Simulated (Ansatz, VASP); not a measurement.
Sb in VASP and in Ansatz

Contents of INCAR:

```
SYSTEM = Sb
PREC = Accurate ; ENCUT = 520
EDIFF = 1E-6 ; ISMEAR = -1
SIGMA = 0.03 ; LREAL = .FALSE.
LASPH = .TRUE. ; NELM = 80
ALGO = Normal ; ISIF = 2
LWAVE = .FALSE. ; LCHARG = .FALSE.
NBANDS = 12
```

Contents of KPOINTS:

```
Automatic mesh
0
G
  12 12 7
  0 0 0
```

POSCAR

```
Sb
1.0
    3.3801929534      0.0000000000      0.0000000000
   -1.6900964767      2.9273329673      0.0000000000
    0.0000000000      0.0000000000      5.3477077713
Sb
2
Direct
    0.3333333333      0.6666666667      0.2500000000
    0.6666666667      0.3333333333      0.7500000000
```

Input for Ansatz:

```yaml
crystal:
  lattice:
    - [3.3801929534, 0.0, 0.0]
    - [-1.6900964767, 2.9273329673, 0.0]
    - [0.0, 0.0, 5.3477077713]
  atoms:
    - { symbol: Sb, position: [0.3333333333, 0.6666666667, 0.25] }
    - { symbol: Sb, position: [0.6666666667, 0.3333333333, 0.75] }
kpoints:
  mp_grid: { grid: [12, 12, 7] }
  band_path:
    path:
      - [0.0, 0.0, 0.0]
      - [0.5, 0.0, 0.0]
      - [0.3333333333, 0.3333333333, 0.0]
      - [0.0, 0.0, 0.0]
      - [0.0, 0.0, 0.5]
      - [0.5, 0.0, 0.5]
      - [0.3333333333, 0.3333333333, 0.5]
      - [0.0, 0.0, 0.5]
      - [0.5, 0.0, 0.5]
    npoints: 5
scf:
  occupations: { method: fermi_dirac, width: 0.03 }
hamiltonian:
  xc: lda
  pseudopotentials: { kind: all_electron, lapw: { basis_error: 0.0005 } }
output:
  forces: true
  stress: true
  eigenvalues: true
```

Change from the starting cell: volume scaled by 1.01.

Alike in both runs: task single point; functional LDA; k mesh 12 × 12 × 7; occupations fermi-dirac, width 0.03 eV; no spin polarisation.

```csv
,VASP,Ansatz
version,VASP 6.6.1,Ansatz 0.2.0
potentials or method,"VASP PAW LDA potentials, release 64 (Sb), cutoff 520 eV","all-electron LAPW, scalar-relativistic"
```

|  | VASP | Ansatz | Ansatz less VASP |
| --- | --- | --- | --- |
| pressure (GPa) | -1.9 | -2.0 | -0.07 |
| traceless stress, the component that is largest in VASP (GPa) | -1.01 | -1.00 | +0.005 |

LDA's correlation is that of Perdew and Zunger in VASP and of Perdew and Wang (1992) in Ansatz. Ansatz ran all-electron here, and VASP with PAW potentials.

Neither program's run includes spin-orbit coupling.
